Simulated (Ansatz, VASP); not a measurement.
## Two plane-wave programs on NiMoIrPdW

The input INCAR:

```
PREC = Accurate ; ENCUT = 520
EDIFF = 1E-7 ; ISMEAR = 0
SIGMA = 0.2 ; LREAL = False
LASPH = True ; NELM = 80
ALGO = Fast ; ISIF = 2
LWAVE = False ; LCHARG = False
GGA = PE ; NBANDS = 68
```

KPOINTS

```
Automatic mesh
0
Gamma
  12 12 1
```

The input POSCAR:

```
NiMoIrPdW
1.0
    2.7708095512      0.0000000000      0.0000000000
   -1.3854047756      2.3995914604      0.0000000000
    0.0000000000      0.0000000000     22.0199111152
Ni Mo Pd Ir W
2 2 2 2 2
Direct
    0.3333333333      0.6666666667      0.8508081065
    0.6666666667      0.3333333333      0.1491918935
    0.6666666667      0.3333333333      0.7605872342
    0.3333333333      0.6666666667      0.2394127658
    0.3333333333      0.6666666667      0.0532869019
    0.6666666667      0.3333333333      0.9467130981
    0.3333333333      0.6666666667      0.6582654923
    0.6666666667      0.3333333333      0.3417345077
    0.3333333333      0.6666666667      0.4441768890
    0.6666666667      0.3333333333      0.5558231110
```

Input for Ansatz:

```yaml
crystal:
  lattice:
    - [2.7708095512, 0.0, 0.0]
    - [-1.3854047756, 2.3995914604, 0.0]
    - [0.0, 0.0, 22.0199111152]
  atoms:
    - { symbol: Ni, position: [0.3333333333, 0.6666666667, 0.8508081065] }
    - { symbol: Ni, position: [0.6666666667, 0.3333333333, 0.1491918935] }
    - { symbol: Mo, position: [0.6666666667, 0.3333333333, 0.7605872342] }
    - { symbol: Mo, position: [0.3333333333, 0.6666666667, 0.2394127658] }
    - { symbol: Pd, position: [0.3333333333, 0.6666666667, 0.0532869019] }
    - { symbol: Pd, position: [0.6666666667, 0.3333333333, 0.9467130981] }
    - { symbol: Ir, position: [0.3333333333, 0.6666666667, 0.6582654923] }
    - { symbol: Ir, position: [0.6666666667, 0.3333333333, 0.3417345077] }
    - { symbol: W, position: [0.3333333333, 0.6666666667, 0.444176889] }
    - { symbol: W, position: [0.6666666667, 0.3333333333, 0.555823111] }
basis:
  ecutwfc: 420
kpoints:
  mp_grid: { grid: [12, 12, 1] }
hamiltonian:
  xc: pbe
scf:
  occupations: { method: gaussian, width: 0.2 }
  lower_state_search: "off"
output:
  forces: true
  stress: true
  eigenvalues: true
```

Alike in both runs: task single point; functional PBE; k mesh 12 × 12 × 1; occupations gaussian, width 0.2 eV; no spin polarisation.

|  | VASP | Ansatz |
| --- | --- | --- |
| version | VASP 6.6.1 | Ansatz 0.2.0 |
| potentials or method | VASP PAW PBE potentials, release 64 (Ni, Mo_sv, Pd, Ir, W_sv), cutoff 520 eV | scalar-relativistic, plane waves, PAW |
| valence electrons in the cell | 114 | 162 |

|  | VASP | Ansatz | Ansatz less VASP |
| --- | --- | --- | --- |
| gap on the k mesh at the Fermi level (eV) | none | none | - |
| pressure (GPa) | 0.3 | 0.0 | -0.29 |
| traceless stress, the component that is largest in VASP (GPa) | 0.41 | 0.45 | +0.044 |
| rms of the force components (eV/Å) | 0.022 | 0.018 | -0.0039 |

Atom by atom the forces differ by 0.009 eV/Å (rms over components). A gap of «none» marks a metal or a gap that the smearing closes. With one functional, cell and mesh, what is left measures potentials, basis and numerics. VASP's potentials hold 114 valence electrons a cell and Ansatz's 162, so a difference there can come from the potentials and not from the codes.

Spin-orbit coupling is off throughout.
